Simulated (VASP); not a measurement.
Input of a VASP 6.6.1 run:

Contents of POSCAR:

```
GaP
1.0
    0.0000000000      2.7253992874      2.6708913017
    2.7253992874      0.0000000000      2.6708913017
    2.7253992874      2.7253992874      0.0000000000
Ga P
1 1
Direct
    0.0000000000      0.0000000000      0.0000000000
    0.2500000000      0.2500000000      0.2500000000
```

File INCAR.step1:

```
PREC = Accurate
ENCUT = 520
EDIFF = 1E-5
ISMEAR = 0
SIGMA = 0.01
LREAL = False
LASPH = True
NELM = 100
ALGO = Normal
ISIF = 2
LWAVE = True
NBANDS = 16
GGA = PE
```

The input INCAR.step2:

```
PREC = Accurate
ENCUT = 520
EDIFF = 1E-7
ISMEAR = 0
SIGMA = 0.01
LREAL = False
LASPH = True
NELM = 100
ALGO = Normal
ISIF = 2
LWAVE = False
LCHARG = True
GGA = PE
LHFCALC = True
HFSCREEN = 0.2079
PRECFOCK = Normal
LELF = True
LVHAR = True
NBANDS = 16
ISTART = 1
```

The input KPOINTS:

```
Automatic mesh
0
Gamma
  6 6 6
```

Potentials or basis: VASP PAW PBE potentials, release 64 (Ga_d, P).

The run is started by

```console
$ cat potpaw_PBE.64/Ga_d/POTCAR potpaw_PBE.64/P/POTCAR > POTCAR
$ cp INCAR.step1 INCAR
$ mpirun -np 1 vasp_std > vasp.out
$ cp INCAR.step2 INCAR
$ mpirun -np 1 vasp_std > vasp.out
```

Task: Predict the band gap on the k mesh.

Result: 2.08 eV (least direct gap 2.90 eV).

Task: What does it give for the pressure?

Result: 2.4 GPa.

Stress tensor (GPa, compression positive):
```
1.88 0.00 0.00
0.00 1.88 0.00
0.00 0.00 3.48
```

Caveat: the cell differs from its parent crystal (uniaxial z strain -2.0%); the PAW data sets were made with another functional, which shifts forces and pressure a little. A k mesh can miss the band edges.
